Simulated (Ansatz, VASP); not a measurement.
Two plane-wave programs on TiSiTe3

```
Ti Si Te
1.0
     5.30708    0.00000    0.00000
     0.00000    5.30708    0.00000
     0.00000    0.00000    5.30708
Ti Si Te
1 1 3
Direct
  0.50000 0.50000 0.50000
  0.00000 0.00000 0.00000
  0.00000 0.50000 0.50000
  0.50000 0.50000 0.00000
  0.50000 0.00000 0.50000
```

Change from the starting cell: species swapped into the TmBRh3 type (Pm-3m, No. 221).

Alike in both runs: functional PBE; k mesh 8 × 8 × 8; occupations gaussian, width 0.1 eV; no spin polarisation.

Ansatz relaxed the structure, and its values are those at the end. VASP's run is a single point on that final structure, the one shown.

|  | VASP | Ansatz |
| --- | --- | --- |
| version | VASP 6.6.1 | Ansatz 0.2.0 |
| potentials or method | VASP PAW PBE potentials, release 64 (Ti_sv, Si, Te), cutoff 520 eV | scalar-relativistic, plane waves, PAW |
| valence electrons in the cell | 34 | 64 |

|  | VASP | Ansatz | Ansatz less VASP |
| --- | --- | --- | --- |
| gap on the k mesh at the Fermi level (eV) | none | none | - |
| pressure (GPa) | 0.0 | 0.0 | +0.04 |

A gap of «none» marks a metal or a gap that the smearing closes. With one functional, cell and mesh, what is left measures potentials, basis and numerics. VASP's potentials hold 34 valence electrons a cell and Ansatz's 64, so a difference there can come from the potentials and not from the codes.

Neither program's run includes spin-orbit coupling.
